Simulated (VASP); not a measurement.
# In2S in VASP: further runs, part 2 of 2

VASP 6.6.1. The steps go on from the part before.

**3. Single point, PBE**

INCAR

```
SYSTEM = In2S
PREC     = Accurate       ! precision mode
ENCUT    = 520            ! plane-wave cutoff, eV
EDIFF    = 1E-6           ! SCF threshold, eV
ISMEAR   = 0              ! smearing method
SIGMA    = 0.1            ! smearing width, eV
LREAL    = .FALSE.        ! projectors in reciprocal space
LASPH    = .TRUE.         ! aspherical terms in the spheres
NELM     = 80             ! most SCF steps
ALGO     = Normal         ! electronic algorithm
ISIF     = 2              ! what is computed and relaxed
LWAVE    = .FALSE.        ! write WAVECAR
LCHARG   = .FALSE.        ! write CHGCAR
LDIPOL   = .TRUE.       
IDIPOL   = 3            
DIPOL    = 0.5 0.5 0.500
GGA      = PE             ! functional
NBANDS   = 23             ! bands
```

KPOINTS

```
Automatic mesh
0
G
  3 3 1
  0 0 0
```

POSCAR

```
In2S
1.0
    6.6233300000      0.0000000000      0.0000000000
   -3.3116650000      5.7359720000      0.0000000000
    0.0000000000      0.0000000000     14.0000000000
In S
2 1
Direct
    0.3333333300      0.6666666700      0.5000000000
    0.6666666700      0.3333333300      0.5000000000
    0.0000000000      0.0000000000      0.5000000000
```

Potentials or basis: VASP PAW PBE potentials, release 64 (In_d, S).

Started as:

```sh
$ cat potpaw_PBE.64/In_d/POTCAR potpaw_PBE.64/S/POTCAR > POTCAR
$ mpirun -np 1 vasp_std > vasp.out
```

Run time: 1.7 min. Hardware: 1 thread of Intel Xeon 6975P-C, shared host; peak memory 0.58 GiB.

Results (log left out):

| Item | Value |
| --- | --- |
| Free energy | -6.8193 eV |
| Band gap on the k mesh | 0.38 eV, direct |

Levels at points of the mesh, in eV from the valence-band top:
```tsv
k point	band 13	band 14	band 15	band 16	band 17	band 18	band 19	band 20
(0.00, 0.00, 0.00)	-3.14	-0.62	-0.62	-0.30	0.68	0.68	1.28	2.84
```

Caveat: spin-orbit coupling is left out, which moves the levels of the heavy elements.

**4. Single point, PBE**

This run uses another cell than the first one, of 208.46 Å³/atom, 1.176 times its volume.

INCAR

```
PREC = Accurate ; ENCUT = 520
EDIFF = 1E-6 ; ISMEAR = 0
SIGMA = 0.1 ; LREAL = F
LASPH = T ; NELM = 60
ALGO = Normal ; ISIF = 2
LWAVE = F ; LCHARG = F
LDIPOL = T ; IDIPOL = 3
DIPOL = 0.5 0.5 0.294 ; GGA = PE
NBANDS = 23
```

KPOINTS

```
Automatic mesh
0
Gamma
  3 3 1
```

POSCAR

```
In2S
1.0
    5.5083688251      0.0000000000      0.0000000000
   -2.7541844125      4.7703873359      0.0000000000
    0.0000000000      0.0000000000     23.8000000000
In S
2 1
Direct
    0.3333333333      0.6666666667      0.2941176471
    0.6666666667      0.3333333333      0.2941176471
    0.0000000000      0.0000000000      0.2941176471
```

Potentials or basis: VASP PAW PBE potentials, release 64 (In_d, S).

Started as:

```sh
$ cat potpaw_PBE.64/In_d/POTCAR potpaw_PBE.64/S/POTCAR > POTCAR
$ mpirun -np 1 vasp_std > vasp.out
```

OUTCAR:

```text
PREC = Accurate
   ENCUT = 520
   EDIFF = 1E-6
   ISMEAR = 0
   LREAL = F
   LASPH = T
   NELM = 60
   ISIF = 2
   GGA = PE

 ion  position               nearest neighbor table
   1  0.333  0.667  0.294-   2 3.18   3 3.18   2 3.18   3 3.18   3 3.18   2 3.18
   2  0.667  0.333  0.294-   1 3.18   3 3.18   1 3.18   3 3.18   3 3.18   1 3.18
   3  0.000  0.000  0.294-   1 3.18   2 3.18   1 3.18   2 3.18   2 3.18   1 3.18

  LATTYP: Found a hexagonal cell.
 ALAT       =     5.5083688251
 C/A-ratio  =     4.3206983330

  Lattice vectors:

 A1 = (   5.5083688251,   0.0000000000,   0.0000000000)
 A2 = (  -2.7541844125,   4.7703873359,   0.0000000000)
 A3 = (   0.0000000000,   0.0000000000,  23.8000000000)

Analysis of symmetry for initial positions (statically):
=====================================================================
 Subroutine PRICEL returns:
 Original cell was already a primitive cell.

 Routine SETGRP: Setting up the symmetry group for a
 hexagonal supercell.

 Subroutine GETGRP returns: Found 24 space group operations
 (whereof 12 operations were pure point group operations)
 out of a pool of 24 trial point group operations.

[... 152 lines left out ...]
 cond. band min:      -2.4856906284   @ k =   0.3333   0.3333   0.0000
 fundamental gap:      0.5940188465
 Fermi energy:        -2.7794677143

 k-point     1 :       0.0000    0.0000    0.0000
  band No.  band energies     occupation
      1     -17.5218      2.00000
      2     -17.4277      2.00000
      3     -17.4277      2.00000
      4     -17.3882      2.00000
      5     -17.3882      2.00000
      6     -17.3181      2.00000
[... 67 lines left out ...]
     22       2.6635      0.00000
     23       2.7746      0.00000

------------------------ aborting loop because EDIFF is reached ----------------------------------------

 vacuum level on the upper side and lower side of the slab       (xc-potential included)        -0.006        -0.006

  FORCE on cell =-STRESS in cart. coord.  units (eV):
  Direction    XX          YY          ZZ          XY          YZ          ZX
  --------------------------------------------------------------------------------------
  -------------------------------------------------------------------------------------
  Total       -0.2386261     -0.2386261     -0.0307885     -0.0000000     -0.0000000      0.0000000
  in kB       -0.6113289     -0.6113289     -0.0788761     -0.0000000     -0.0000000      0.0000000
  external PRESSURE =      -0.4338446 kB  Pullay stress =       0.0000000 kB

 VOLUME and BASIS-vectors are now :
 -----------------------------------------------------------------------------
  energy-cutoff  :      520.00
  volume of cell :      625.39
      direct lattice vectors                 reciprocal lattice vectors
     5.508368825  0.000000000  0.000000000     0.181541947  0.104813292  0.000000000
    -2.754184412  4.770387336  0.000000000     0.000000000  0.209626584  0.000000000
     0.000000000  0.000000000 23.800000000     0.000000000  0.000000000  0.042016807

 POSITION                                       TOTAL-FORCE (eV/Angst)
 -----------------------------------------------------------------------------------
     -0.00000      3.18026      7.00000         0.000000      0.000000      0.000000
      2.75418      1.59013      7.00000        -0.000000     -0.000000      0.000000
      0.00000      0.00000      7.00000        -0.000000      0.000000     -0.000000
 -----------------------------------------------------------------------------------
    total drift:                                0.000000      0.000000     -0.000015

  FREE ENERGIE OF THE ION-ELECTRON SYSTEM (eV)
  ---------------------------------------------------
  free  energy   TOTEN  =        -8.2413797784 eV

  energy  without entropy=       -8.2413736942  energy(sigma->0) =       -8.24137674

 vacuum level on the upper side and lower side of the slab         1.231         1.231
```

OSZICAR:

```text
N       E                     dE             d eps       ncg     rms          rms(c)
DAV:   1     0.199879500613E+03    0.19988E+03   -0.11612E+04   170   0.959E+02
DAV:   2     0.148250244006E+02   -0.18505E+03   -0.17588E+03   173   0.249E+02
DAV:   3    -0.911425595885E+01   -0.23939E+02   -0.22619E+02   190   0.917E+01
[... 15 lines left out ...]
DAV:  19    -0.824131633332E+01   -0.68975E-04   -0.38239E-06   121   0.506E-03    0.316E-03
DAV:  20    -0.824136651134E+01   -0.50178E-04   -0.35323E-06   128   0.525E-03    0.312E-03
DAV:  21    -0.824137313751E+01   -0.66262E-05   -0.16972E-07   104   0.315E-03    0.953E-04
DAV:  22    -0.824137911504E+01   -0.59775E-05   -0.36344E-07   106   0.166E-03    0.490E-04
DAV:  23    -0.824137977838E+01   -0.66334E-06   -0.28273E-08    97   0.880E-04
   1 F= -.82413798E+01 E0= -.82413767E+01  d E =-.608423E-05
```

Wall time 1.9 min (1 thread of Intel Xeon 6975P-C, shared host); peak memory 0.63 GiB.

Results:

```
Free energy            : -8.2414 eV
Band gap on the k mesh : 0.59 eV, direct
```

Caveat: the k points lie up to 0.44 Å⁻¹ apart; spin-orbit coupling is left out, which moves the levels of the heavy elements.

**5. Single point, PBE**

This run uses another cell than the first one, of 199.23 Å³/atom, 1.124 times its volume.

INCAR

```
  PREC = Accurate
  ENCUT = 520
  EDIFF = 1E-6
  ISMEAR = 0
  SIGMA = 0.1
  LREAL = False
  LASPH = True
  NELM = 100
  ALGO = Normal
  ISIF = 2
  LWAVE = False
  LCHARG = False
  LDIPOL = True
  IDIPOL = 3
  DIPOL = 0.5 0.5 0.294
  GGA = PE
  NBANDS = 23
```

KPOINTS

```
regular mesh
0
Gamma
  6 6 1
```

POSCAR

```
In2S
1.0
    5.3849954247      0.0000000000      0.0000000000
   -2.6924977123      4.6635428371      0.0000000000
    0.0000000000      0.0000000000     23.8000000000
In S
2 1
Direct
    0.3333333333      0.6666666667      0.2941176471
    0.6666666667      0.3333333333      0.2941176471
    0.0000000000      0.0000000000      0.2941176471
```

Started as:

```sh
$ cat potpaw_PBE.64/In_d/POTCAR potpaw_PBE.64/S/POTCAR > POTCAR
$ mpirun -np 1 vasp_std > vasp.out
```

Wall time 3.4 min (1 thread of Intel Xeon 6975P-C, shared host); peak memory 0.64 GiB.

Results (log left out):

```
Free energy            : -8.5293 eV
Band gap on the k mesh : zero (band 16 reaches -2.31 eV, above the bottom of band 17 at -2.34 eV)
```

Levels at points of the mesh, in eV from the Fermi level:
```tsv
k point	band 14	band 15	band 16	band 17	band 18	band 19
(0.00, 0.00, 0.00)	-2.55	-2.38	-1.28	-0.01	-0.01	0.96
(0.50, 0.00, 0.00)	-3.45	-1.77	0.01	0.48	2.13	2.51
```

Caveat: spin-orbit coupling is left out, which moves the levels of the heavy elements.

**6. Summary**

| cell | k mesh | gap on the mesh (eV) |
| --- | --- | --- |
| a = 6.623, b = 6.623, c = 14.000 Å, angles 90.0, 90.0, 120.0°, 3 atoms | 3 × 3 × 1 | 0.38 |
| a = 5.508, b = 5.508, c = 23.800 Å, angles 90.0, 90.0, 120.0°, 3 atoms | 3 × 3 × 1 | 0.59 |
| a = 5.385, b = 5.385, c = 23.800 Å, angles 90.0, 90.0, 120.0°, 3 atoms | 6 × 6 × 1 | none |

Alike in all rows: task single point; level PBE; potentials or basis VASP PAW PBE potentials, release 64 (In_d, S); no spin polarisation; cutoff (eV) 520; smearing gaussian 0.1 eV.

Caveats: some runs use coarse meshes; spin-orbit coupling is left out, which moves the levels of the heavy elements.

Absolute energies hang on the potentials; compare differences alone.
